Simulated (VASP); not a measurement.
# ZnSe (Stilleite) (F-43m) in VASP: vibrations by perturbation theory with PBEsol

Aim: the vibrations by perturbation theory of ZnSe (Stilleite) with PBEsol.

Everything below comes from runs of VASP 6.6.1. Logs are shortened: lines on timing, memory, paths and dates and some standing lists are left out, and cuts for length are marked.

## 1. The cell of the first run

The structure is cubic, space group F-43m (No. 216). Conventional cell: a = 5.634 Å, b = 5.634 Å, c = 5.634 Å, α = 90.00°, β = 90.00°, γ = 90.00°. Within 3.2 Å of Zn (site symmetry -43m) lie 4 Se at 2.44 Å. Se (site symmetry -43m) has 4 Zn at 2.44 Å within 3.2 Å.

## 2. Vibrations by perturbation theory, PBEsol

Contents of INCAR:

```
ALGO = Normal ; EDIFF = 1E-8
ENCUT = 520 ; GGA = PS
IBRION = 8 ; ISIF = 2
ISMEAR = 0 ; LASPH = T
LCHARG = F ; LEPSILON = T
LREAL = F ; LWAVE = F
NBANDS = 16 ; NELM = 80
NSW = 1 ; PREC = Accurate
SIGMA = 0.01
```

Contents of KPOINTS:

```
k-points
0
Gamma
  6 6 6
```

Contents of POSCAR:

```
ZnSe
1.0
    0.0000000000      2.8167926670      2.8167926670
    2.8167926670      0.0000000000      2.8167926670
    2.8167926670      2.8167926670      0.0000000000
Zn Se
1 1
Direct
    0.0000000000      0.0000000000      0.0000000000
    0.2500000000      0.2500000000      0.2500000000
```

Potentials or basis: VASP PAW PBE potentials, release 64 (Zn, Se).

Started as:

```sh
$ cat potpaw_PBE.64/Zn/POTCAR potpaw_PBE.64/Se/POTCAR > POTCAR
$ mpirun -np 1 vasp_std > vasp.out
```

OUTCAR:

```text
EDIFF = 1E-8
   ENCUT = 520
   GGA = PS
   IBRION = 8
   ISIF = 2
   ISMEAR = 0
   LASPH = T
   LEPSILON = T
   LREAL = F
   NELM = 80
   NSW = 1
   PREC = Accurate

 ion  position               nearest neighbor table
   1  0.000  0.000  0.000-   2 2.44   2 2.44   2 2.44   2 2.44
   2  0.250  0.250  0.250-   1 2.44   1 2.44   1 2.44   1 2.44

  LATTYP: Found a face centered cubic cell.
 ALAT       =     5.6335853340

  Lattice vectors:

 A1 = (   0.0000000000,   2.8167926670,   2.8167926670)
 A2 = (   2.8167926670,   0.0000000000,   2.8167926670)
 A3 = (   2.8167926670,   2.8167926670,   0.0000000000)

Analysis of symmetry for initial positions (statically):
=====================================================================
 Subroutine PRICEL returns:
 Original cell was already a primitive cell.

 Routine SETGRP: Setting up the symmetry group for a
 face centered cubic supercell.

 Subroutine GETGRP returns: Found 24 space group operations
 (whereof 24 operations were pure point group operations)
 out of a pool of 48 trial point group operations.

The static configuration has the point symmetry T_d .

Analysis of symmetry for dynamics (positions and initial velocities):
=====================================================================
 Subroutine PRICEL returns:
 Original cell was already a primitive cell.

 Routine SETGRP: Setting up the symmetry group for a
 face centered cubic supercell.

 Subroutine GETGRP returns: Found 24 space group operations
 (whereof 24 operations were pure point group operations)
 out of a pool of 48 trial point group operations.

The dynamic configuration has the point symmetry T_d .

 Subroutine INISYM returns: Found 24 space group operations
 (whereof 24 operations are pure point group operations),
 and found     1 'primitive' translations

----------------------------------------------------------------------------------------

                                     Primitive cell

  volume of cell :      44.6987

  direct lattice vectors                    reciprocal lattice vectors
     0.000000000  2.816792667  2.816792667    -0.177506852  0.177506852  0.177506852
     2.816792667  0.000000000  2.816792667     0.177506852 -0.177506852  0.177506852
     2.816792667  2.816792667  0.000000000     0.177506852  0.177506852 -0.177506852

  length of vectors
     3.983546392  3.983546392  3.983546392     0.307450887  0.307450887  0.307450887

  position of ions in fractional coordinates (direct lattice)
     0.000000000  0.000000000  0.000000000
     0.250000000  0.250000000  0.250000000

  ion indices of the primitive-cell ions
   primitive index   ion index
                 1           1
                 2           2

----------------------------------------------------------------------------------------

 KPOINTS: k-points

Automatic generation of k-mesh.
 Grid dimensions read from file:
 generate k-points for:    6    6    6

 Generating k-lattice:

[... 441 lines left out ...]
 ------------------------------------------------------

 Free energy of the ion-electron system (eV)
  ---------------------------------------------------
  ---------------------------------------------------
  free energy    TOTEN  =        -1.10795343 eV

  energy without entropy =       -1.10795343

------------------------ aborting loop because EDIFF is reached ----------------------------------------

--------------------------------------- Ionic step        2  -------------------------------------------

------------------------ aborting loop because EDIFF is reached ----------------------------------------

--------------------------------------- Ionic step        3  -------------------------------------------

------------------------ aborting loop because EDIFF is reached ----------------------------------------

 PIEZOELECTRIC TENSOR FIELD DIRECTION 3  (e Angst)
 -----------------------------------------------------------------------------
     0.00005 -2.09999  0.00000           (  0.00000  0.04127  0.00000)
    -2.09999  0.00005  0.00000           (  0.04127  0.00000  0.00000)
     0.00000  0.00000 -0.00159           (  0.00000  0.00000 -0.00000)

 PIEZOELECTRIC TENSOR FIELD DIRECTION 3  (C/m^2)
 -----------------------------------------------------------------------------
     0.00002 -0.75272  0.00000
    -0.75272  0.00002  0.00000
     0.00000  0.00000 -0.00057

--------------------------------------- Ionic step        4  -------------------------------------------

------------------------ aborting loop because EDIFF is reached ----------------------------------------

[... ionic steps 5 to 6 ...]

--------------------------------------- Ionic step        7  -------------------------------------------

 Free energy of the ion-electron system (eV)
  ---------------------------------------------------
  ---------------------------------------------------
  free energy    TOTEN  =        -0.08226302 eV

  energy without entropy =       -0.08226302

------------------------ aborting loop because EDIFF is reached ----------------------------------------

 INTERNAL STRAIN TENSOR  FOR ION    2  DIRECTION 1   (eV/Angst):
 -----------------------------------------------------------------------------
     0.01199  0.00000  0.00000
     0.00000  0.00397 -5.65551
     0.00000 -5.65551  0.00397

 MACROSCOPIC STATIC DIELECTRIC TENSOR (including local field effects in DFT)
 ------------------------------------------------------
           9.428631    -0.000000     0.000000
           0.000000     9.428631     0.000000
          -0.000000     0.000000     9.428631
 ------------------------------------------------------

 PIEZOELECTRIC TENSOR (including local field effects)  for field in x, y, z        (e  Angst)
          XX          YY          ZZ          XY          YZ          ZX
  --------------------------------------------------------------------------------
  x     0.00000     0.00000    -0.00000     0.00000    -2.12524    -0.00000
  y    -0.00000     0.00000    -0.00000     0.00000     0.00000    -2.12524
  z     0.00000    -0.00000    -0.00000    -2.12524     0.00000     0.00000

 PIEZOELECTRIC TENSOR (including local field effects)  for field in x, y, z        (C/m^2)
          XX          YY          ZZ          XY          YZ          ZX
  --------------------------------------------------------------------------------
  x     0.00000     0.00000    -0.00000     0.00000    -0.76177    -0.00000
  y    -0.00000     0.00000    -0.00000     0.00000     0.00000    -0.76177
  z     0.00000    -0.00000    -0.00000    -0.76177     0.00000     0.00000

 BORN EFFECTIVE CHARGES (including local field effects) (in |e|, cummulative output)
 ---------------------------------------------------------------------------------
 ion    1
    1     2.16738     0.00000     0.00000
    2     0.00000     2.16738     0.00000
    3     0.00000     0.00000     2.16738
 ion    2
    1    -2.16738     0.00000     0.00000
    2     0.00000    -2.16738     0.00000
    3     0.00000     0.00000    -2.16738

 INTERNAL STRAIN TENSOR FOR ION    2 for displacements in x,y,z  (eV/Angst):
          X           Y           Z          XY          YZ          ZX
  --------------------------------------------------------------------------------
  x    -0.00000    -0.00000    -0.00000     0.00000    -5.65551     0.00000
  y    -0.00000    -0.00000    -0.00000     0.00000     0.00000    -5.65551
  z    -0.00000    -0.00000    -0.00000    -5.65551     0.00000     0.00000

 SECOND DERIVATIVES (NOT SYMMETRIZED)
 ------------------------------------
               1X          1Y          1Z          2X          2Y          2Z
  1X    -5.794380    0.000000    0.000000    5.794380    0.000000    0.000000
  1Y     0.000000   -5.794380    0.000000    0.000000    5.794380    0.000000
  1Z     0.000000    0.000000   -5.794380    0.000000    0.000000    5.794380
  2X     5.822950    0.000000    0.000000   -5.822950    0.000000    0.000000
  2Y     0.000000    5.822950    0.000000    0.000000   -5.822950    0.000000
  2Z     0.000000    0.000000    5.822950    0.000000    0.000000   -5.822950

 Eigenvectors and eigenvalues of the dynamical matrix
 ----------------------------------------------------

   1 f  =    6.299240 THz    39.579292 2PiTHz  210.120026 cm-1    26.051551 meV
             X         Y         Z           dx          dy          dz
      0.000000  0.000000  0.000000     0.000000    0.000000    0.738772
      1.408396  1.408396  1.408396     0.000000    0.000000   -0.673955
[... 21 lines left out ...]
   6 f/i=    0.007713 THz     0.048463 2PiTHz    0.257285 cm-1     0.031899 meV
             X         Y         Z           dx          dy          dz
      0.000000  0.000000  0.000000     0.629529   -0.212946    0.112082
      1.408396  1.408396  1.408396     0.690074   -0.233426    0.122861

--------------------------------------------------------------------------------------------------------

 MACROSCOPIC STATIC DIELECTRIC TENSOR IONIC CONTRIBUTION
 ------------------------------------------------------
           3.273878     0.000000     0.000000
           0.000000     3.273878     0.000000
           0.000000     0.000000     3.273878
 ------------------------------------------------------

 ELASTIC MODULI CONTR FROM IONIC RELAXATION (kBar)
 Direction    XX          YY          ZZ          XY          YZ          ZX
 --------------------------------------------------------------------------------
 XX          -0.0000     -0.0000     -0.0000     -0.0000     -0.0000     -0.0000
 YY          -0.0000     -0.0000     -0.0000     -0.0000     -0.0000     -0.0000
 ZZ          -0.0000     -0.0000     -0.0000     -0.0000     -0.0000     -0.0000
 XY          -0.0000     -0.0000     -0.0000   -197.5535      0.0000      0.0000
 YZ          -0.0000     -0.0000     -0.0000      0.0000   -197.5535      0.0000
 ZX          -0.0000     -0.0000     -0.0000      0.0000      0.0000   -197.5535
 --------------------------------------------------------------------------------

 PIEZOELECTRIC TENSOR IONIC CONTR  for field in x, y, z        (C/m^2)
          XX          YY          ZZ          XY          YZ          ZX
  --------------------------------------------------------------------------------
  x     0.00000     0.00000     0.00000     0.00000     0.75674     0.00000
  y     0.00000     0.00000     0.00000     0.00000     0.00000     0.75674
  z     0.00000     0.00000     0.00000     0.75674     0.00000     0.00000
```

It took 6.4 min on 1 thread of Intel Xeon Platinum 8488C (Sapphire Rapids), shared host; peak memory 0.24 GiB.

What came out:

```
Electronic dielectric tensor (diagonal)                 : 9.43
Born charges (mean of the diagonal)                     : Zn +2.17; Se -2.17 e
Highest phonon frequency at Γ, LO-TO splitting left out : 210 cm⁻¹
```

Phonon frequencies in cm⁻¹ (negative: imaginary):
```tsv
q point	frequencies
(0.000, 0.000, 0.000)	0 0 0 210 210 210
```

Electronic dielectric tensor:
```
9.43 0.00 0.00
0.00 9.43 0.00
0.00 0.00 9.43
```

Born effective charge tensors (e):
atom 1, Zn
```
2.17 0.00 0.00
0.00 2.17 0.00
0.00 0.00 2.17
```
atom 2, Se
```
-2.17  0.00  0.00
 0.00 -2.17  0.00
 0.00  0.00 -2.17
```
